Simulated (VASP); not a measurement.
# Ir (Pm-3m) in VASP: single point with PBE

Aim: the single point of Ir with PBE.

Everything below comes from runs of VASP 6.6.1. Logs are shortened: lines on timing, memory, paths and dates and some standing lists are left out, and cuts for length are marked.

## 1. The cell of the first run

It takes space group Pm-3m (No. 221, cubic). The conventional cell has a = 2.569 Å, b = 2.569 Å, c = 2.569 Å, α = 90.00°, β = 90.00°, γ = 90.00°. Ir (site symmetry m-3m) has 6 Ir at 2.57 Å within 3.4 Å.

## 2. Single point, PBE

Input file INCAR:

```
SYSTEM = Ir
PREC = Accurate ; ENCUT = 520
EDIFF = 1E-7 ; ISMEAR = -1
SIGMA = 0.13605693000000002 ; LREAL = .FALSE.
LASPH = .TRUE. ; NELM = 80
ALGO = Normal ; ISIF = 2
LWAVE = .FALSE. ; LCHARG = .FALSE.
GGA = PE ; NBANDS = 10
```

Input file KPOINTS:

```
Automatic mesh
0
G
  13 13 13
  0 0 0
```

Input file POSCAR:

```
Ir
1.0
    2.5689097911      0.0000000000      0.0000000000
    0.0000000000      2.5689097911      0.0000000000
    0.0000000000      0.0000000000      2.5689097911
Ir
1
Direct
    0.0000000000      0.0000000000      0.0000000000
```

Potentials or basis: VASP PAW PBE potentials, release 64 (Ir).

Started as:

```sh
$ cat potpaw_PBE.64/Ir/POTCAR > POTCAR
$ mpirun -np 1 vasp_std > vasp.out
```

OUTCAR:

```text
SYSTEM = Ir
   PREC = Accurate
   ENCUT = 520
   EDIFF = 1E-7
   ISMEAR = -1
   LREAL = .FALSE.
   LASPH = .TRUE.
   NELM = 80
   ISIF = 2
   GGA = PE

 ion  position               nearest neighbor table
   1  0.000  0.000  0.000-

  LATTYP: Found a simple cubic cell.
 ALAT       =     2.5689097911

  Lattice vectors:

 A1 = (   2.5689097911,   0.0000000000,   0.0000000000)
 A2 = (   0.0000000000,   2.5689097911,   0.0000000000)
 A3 = (   0.0000000000,   0.0000000000,   2.5689097911)

Analysis of symmetry for initial positions (statically):
=====================================================================
 Subroutine PRICEL returns:
 Original cell was already a primitive cell.

 Routine SETGRP: Setting up the symmetry group for a
 simple cubic supercell.

 Subroutine GETGRP returns: Found 48 space group operations
 (whereof 48 operations were pure point group operations)
 out of a pool of 48 trial point group operations.

The static configuration has the point symmetry O_h .

Analysis of symmetry for dynamics (positions and initial velocities):
=====================================================================
 Subroutine PRICEL returns:
 Original cell was already a primitive cell.

 Routine SETGRP: Setting up the symmetry group for a
 simple cubic supercell.

 Subroutine GETGRP returns: Found 48 space group operations
 (whereof 48 operations were pure point group operations)
 out of a pool of 48 trial point group operations.

The dynamic configuration has the point symmetry O_h .

 Subroutine INISYM returns: Found 48 space group operations
 (whereof 48 operations are pure point group operations),
 and found     1 'primitive' translations

----------------------------------------------------------------------------------------

                                     Primitive cell

  volume of cell :      16.9530

  direct lattice vectors                    reciprocal lattice vectors
     2.568909791  0.000000000  0.000000000     0.389270189  0.000000000  0.000000000
     0.000000000  2.568909791  0.000000000     0.000000000  0.389270189  0.000000000
     0.000000000  0.000000000  2.568909791     0.000000000  0.000000000  0.389270189

  length of vectors
     2.568909791  2.568909791  2.568909791     0.389270189  0.389270189  0.389270189

  position of ions in fractional coordinates (direct lattice)
     0.000000000  0.000000000  0.000000000

  ion indices of the primitive-cell ions
   primitive index   ion index
                 1           1

----------------------------------------------------------------------------------------

 KPOINTS: Automatic mesh

Automatic generation of k-mesh.
 Grid dimensions read from file:
 generate k-points for:   13   13   13

 Generating k-lattice:

  Cartesian coordinates                     Fractional coordinates (reciprocal lattice)
     0.029943861  0.000000000  0.000000000     0.076923077  0.000000000  0.000000000
     0.000000000  0.029943861  0.000000000     0.000000000  0.076923077  0.000000000
     0.000000000  0.000000000  0.029943861     0.000000000  0.000000000  0.076923077

  Length of vectors
     0.029943861  0.029943861  0.029943861

  Shift w.r.t. Gamma in fractional coordinates (k-lattice)
     0.000000000  0.000000000  0.000000000

 Subroutine IBZKPT returns following result:
 ===========================================

 Found     84 irreducible k-points:

 Following reciprocal coordinates:
            Coordinates               Weight
  0.000000  0.000000  0.000000      1.000000
  0.076923  0.000000  0.000000      6.000000
  0.153846  0.000000  0.000000      6.000000
  0.230769  0.000000  0.000000      6.000000
  0.307692  0.000000  0.000000      6.000000
  0.384615  0.000000  0.000000      6.000000
[... 16 lines left out ...]
  0.307692  0.307692  0.000000     12.000000
  0.384615  0.307692  0.000000     24.000000
 [... further k-points ...]
   k-points           NKPTS =     84   k-points in BZ     NKDIM =     84   number of bands    NBANDS=     10
   number of dos      NEDOS =    301   number of ions     NIONS =      1
   total plane-waves  NPLWV =   8000
   dimension x,y,z NGX =    20 NGY =   20 NGZ =   20
   dimension x,y,z NGXF=    40 NGYF=   40 NGZF=   40
   ions per type =               1
   NGX,Y,Z   is equivalent  to a cutoff of  12.94, 12.94, 12.94 a.u.
   NGXF,Y,Z  is equivalent  to a cutoff of  25.89, 25.89, 25.89 a.u.
 SYSTEM =  Ir
   PREC   = accura    normal or accurate (medium, high low for compatibility)
   ISTART =      0    job   : 0-new  1-cont  2-samecut
   ICHARG =      2    charge: 1-file 2-atom 10-const
   ISPIN  =      1    spin polarized calculation?
   LNONCOLLINEAR =      F non collinear calculations
   LSORBIT =      F    spin-orbit coupling
   LASPH  =      T    aspherical Exc in radial PAW
   ENCUT  =  520.0 eV  38.22 Ry    6.18 a.u.   4.78  4.78  4.78*2*pi/ulx,y,z
   NELM   =     80;   NELMIN=  2; NELMDL= -5     # of ELM steps
   EDIFF  = 0.1E-06   stopping-criterion for ELM
   LREAL  =      F    real-space projection
   EDIFFG = 0.1E-05   stopping-criterion for IOM
   NSW    =      0    number of steps for IOM
   IBRION =     -1    ionic relax: 0-MD 1-quasi-New 2-CG
   NFREE  =      0    steps in history (QN), initial steepest desc. (CG)
   ISIF   =      2    stress and relaxation
   ISYM   =      2    0-nonsym 1-usesym 2-fastsym
   POTIM  = 0.5000    time-step for ionic-motion
   TEBEG  =    0.0;   TEEND  =   0.0 temperature during run
   PSTRESS=    0.0 pullay stress
   NELECT =       9.0000    total number of electrons
   NUPDOWN=      -1.0000    fix difference up-down
   EMIN   =  10.00;   EMAX   =-10.00  energy-range for DOS
   EFERMI =   0.00;   METHOD = LEGACY
   ISMEAR =    -1;   SIGMA  =   0.14  broadening in eV -4-tet -1-fermi 0-gaus
   EFERMI_NEDOS =   21; number of points for ismear=-14 and -15
   IALGO  =     38    algorithm
   IMIX   =      4    mixing-type and parameters
     AMIX     =   0.40;   BMIX     =  1.00
     AMIX_MAG =   1.60;   BMIX_MAG =  1.00
  volume/ion in A,a.u.               =      16.95       114.40
  Fermi-wavevector in a.u.,A,eV,Ry     =   1.325583  2.504988 23.907741  1.757169
  Thomas-Fermi vector in A             =   2.455033
   LORBIT       =      0    0 simple, 1 ext, 2 COOP (PROOUT), +10 PAW based schemes
   GGA     = PE    functional components
   LHFCALC =     F    Hartree Fock is set to
   AEXX    =    0.0000 exact exchange contribution
   IVDW    =     0    specifies the selected vdW correction
   LEPSILON=     F    determine dielectric tensor
   LRPA    =     F    only Hartree local field effects (RPA)
 non-spin polarized calculation
  energy-cutoff  :      520.00
  volume of cell :       16.95
 maximum number of plane-waves:       466
 NGX is ok and might be reduce to    20
   NGX =  9   NGY =  9   NGZ =  9

 number of electron       9.0000000 magnetization

 Free energy of the ion-electron system (eV)
  ---------------------------------------------------
  ext. energy  EPLUGINS =         0.00000000
  ---------------------------------------------------
  free energy    TOTEN  =        -7.90729317 eV

  energy without entropy =       -7.81000588  energy(sigma->0) =       -7.85864953

 E-fermi :   7.4423     XC(G=0): -12.7598

 val. band max:        7.4404988183   @ k =   0.2308   0.2308   0.0769
 cond. band min:       7.4495171016   @ k =   0.2308   0.1538   0.0000
 fundamental gap:      0.0090182833
 Fermi energy:         7.4422805425

 k-point     1 :       0.0000    0.0000    0.0000
  band No.  band energies     occupation
      1      -1.6458      2.00000
      2       1.5203      2.00000
      3       1.5203      2.00000
      4       8.7429      0.00014
      5       8.7429      0.00014
      6       8.7429      0.00014
      7      23.0541      0.00000
      8      23.0541      0.00000
      9      23.0541      0.00000
     10      28.9858      0.00000

 k-point     2 :       0.0769    0.0000    0.0000
  band No.  band energies     occupation
      1      -1.4637      2.00000
      2       1.5584      2.00000
      3       1.6974      2.00000
      4       8.5434      0.00061
      5       8.5434      0.00061
      6       8.7582      0.00013
      7      21.8958      0.00000
      8      23.3966      0.00000
      9      23.3966      0.00000
     10      29.7141      0.00000

 k-point     3 :       0.1538    0.0000    0.0000
  band No.  band energies     occupation
      1      -0.9711      2.00000
      2       1.6657      2.00000
      3       2.2417      2.00000
      4       8.0283      0.02659
      5       8.0283      0.02659
      6       8.8009      0.00009
      7      19.7230      0.00000
      8      24.3260      0.00000
      9      24.3260      0.00000
     10      28.7291      0.00000

 k-point     4 :       0.2308    0.0000    0.0000
  band No.  band energies     occupation
      1      -0.3063      2.00000
      2       1.8216      2.00000
      3       3.1633      2.00000
      4       7.3771      1.23496
      5       7.3771      1.23496
      6       8.8616      0.00006
      7      17.5429      0.00000
      8      25.6230      0.00000
      9      25.6230      0.00000
     10      26.9272      0.00000

 k-point     5 :       0.3077    0.0000    0.0000
  band No.  band energies     occupation
      1       0.3731      2.00000
      2       1.9933      2.00000
      3       4.3782      2.00000
      4       6.7585      1.98695
      5       6.7585      1.98695
      6       8.9267      0.00004
      7      15.6563      0.00000
      8      25.4543      0.00000
      9      27.0583      0.00000
     10      27.0583      0.00000

 k-point     6 :       0.3846    0.0000    0.0000
  band No.  band energies     occupation
      1       0.9371      2.00000
      2       2.1411      2.00000
      3       5.6204      2.00000
      4       6.2896      1.99958
      5       6.2896      1.99958
      6       8.9813      0.00002
      7      14.2319      0.00000
      8      24.4164      0.00000
      9      28.4039      0.00000
     10      28.4039      0.00000

 k-point     7 :       0.4615    0.0000    0.0000
  band No.  band energies     occupation
      1       1.2659      2.00000
      2       2.2269      2.00000
      3       6.0395      1.99993
      4       6.0395      1.99993
      5       6.4502      1.99864
      6       9.0125      0.00002
      7      13.4411      0.00000
      8      23.8799      0.00000
      9      27.7305      0.00000
     10      29.3184      0.00000

 k-point     8 :       0.0769    0.0769    0.0000
  band No.  band energies     occupation
      1      -1.2799      2.00000
      2       1.6671      2.00000
      3       1.8019      2.00000
      4       8.3358      0.00281
      5       8.5239      0.00071
      6       8.5967      0.00041
      7      21.9699      0.00000
      8      22.4818      0.00000
      9      23.7407      0.00000
     10      30.0506      0.00000

 k-point     9 :       0.1538    0.0769    0.0000
  band No.  band energies     occupation
      1      -0.7842      2.00000
      2       1.8031      2.00000
      3       2.3125      2.00000
      4       7.8051      0.12997
      5       8.0422      0.02403
      6       8.6138      0.00036
      7      20.0092      0.00000
      8      23.0913      0.00000
      9      24.6756      0.00000
     10      28.8689      0.00000
[... 118 lines left out ...]
 k-point    19 :       0.2308    0.2308    0.0000
  band No.  band energies     occupation
      1       0.9235      2.00000
      2       2.8385      2.00000
      3       3.9634      2.00000
      4       6.1119      1.99989
      5       7.4326      1.03572
      6       7.6882      0.28190
      7      19.1789      0.00000
      8      19.8736      0.00000
      9      27.2223      0.00000
     10      28.3229      0.00000

 k-point    20 :       0.3077    0.2308    0.0000
  band No.  band energies     occupation
      1       1.4389      2.00000
      2       3.0111      2.00000
      3       4.5639      2.00000
      4       6.3808      1.99918
      5       6.9432      1.95021
      6       7.6784      0.29987
      7      17.2273      0.00000
      8      20.7764      0.00000
      9      26.4970      0.00000
     10      29.8099      0.00000

 k-point    21 :       0.3846    0.2308    0.0000
  band No.  band energies     occupation
      1       1.8587      2.00000
      2       2.9789      2.00000
      3       4.5340      2.00000
      4       6.4993      1.99805
      5       7.7491      0.18982
      6       7.8846      0.07459
      7      15.2469      0.00000
      8      21.9914      0.00000
      9      25.6261      0.00000
     10      28.9095      0.00000

 k-point    22 :       0.4615    0.2308    0.0000
  band No.  band energies     occupation
      1       2.1321      2.00000
      2       2.8663      2.00000
      3       4.4632      2.00000
      4       6.2588      1.99967
      5       7.7926      0.14152
      6       9.4561      0.00000
      7      13.6507      0.00000
      8      23.3236      0.00000
      9      24.6489      0.00000
     10      27.2177      0.00000

 k-point    23 :       0.3077    0.3077    0.0000
  band No.  band energies     occupation
      1       1.7913      2.00000
      2       2.7862      2.00000
      3       5.7261      1.99999
      4       6.7321      1.98924
      5       6.9720      1.93883
      6       7.1739      1.75578
      7      17.1356      0.00000
      8      19.6972      0.00000
      9      25.9619      0.00000
     10      30.7742      0.00000

 k-point    24 :       0.3846    0.3077    0.0000
  band No.  band energies     occupation
      1       2.0055      2.00000
      2       2.5002      2.00000
      3       6.1818      1.99981
      4       6.6149      1.99544
      5       7.1758      1.75281
      6       8.3560      0.00242
      7      15.5122      0.00000
      8      20.3656      0.00000
      9      24.8634      0.00000
     10      29.1641      0.00000

 [... further k-points ...]
[... 5 lines left out ...]
  --------------------------------------------------------------------------------------
  -------------------------------------------------------------------------------------
  Total        0.1524172      0.1524172      0.1524172     -0.0000000     -0.0000000      0.0000000
  in kB       14.4044936     14.4044936     14.4044936     -0.0000000     -0.0000000      0.0000000
  external PRESSURE =      14.4044936 kB  Pullay stress =       0.0000000 kB

 VOLUME and BASIS-vectors are now :
 -----------------------------------------------------------------------------
  energy-cutoff  :      520.00
  volume of cell :       16.95
      direct lattice vectors                 reciprocal lattice vectors
     2.568909791  0.000000000  0.000000000     0.389270189  0.000000000  0.000000000
     0.000000000  2.568909791  0.000000000     0.000000000  0.389270189  0.000000000
     0.000000000  0.000000000  2.568909791     0.000000000  0.000000000  0.389270189

 POSITION                                       TOTAL-FORCE (eV/Angst)
 -----------------------------------------------------------------------------------
      0.00000      0.00000      0.00000         0.000000      0.000000      0.000000
 -----------------------------------------------------------------------------------
    total drift:                               -0.000000      0.000000      0.000000

  FREE ENERGIE OF THE ION-ELECTRON SYSTEM (eV)
  ---------------------------------------------------
  free  energy   TOTEN  =        -7.9072931684 eV

  energy  without entropy=       -7.8100058837  energy(sigma->0) =       -7.85864953
```

Wall time 17 s (1 thread of Intel Xeon 6975P-C, shared host); peak memory 0.13 GiB.

Results:

- Free energy: -7.9073 eV
- Pressure: 1.4 GPa

Levels at points of the mesh, in eV from the Fermi level:
| k point | band 2 | band 3 | band 4 | band 5 | band 6 | band 7 | band 8 | band 9 |
| --- | --- | --- | --- | --- | --- | --- | --- | --- |
| (0.00, 0.00, 0.00) | -5.92 | -5.92 | 1.30 | 1.30 | 1.30 | 15.61 | 15.61 | 15.61 |

Caveat: spin-orbit coupling is left out, which moves the levels of the heavy elements.
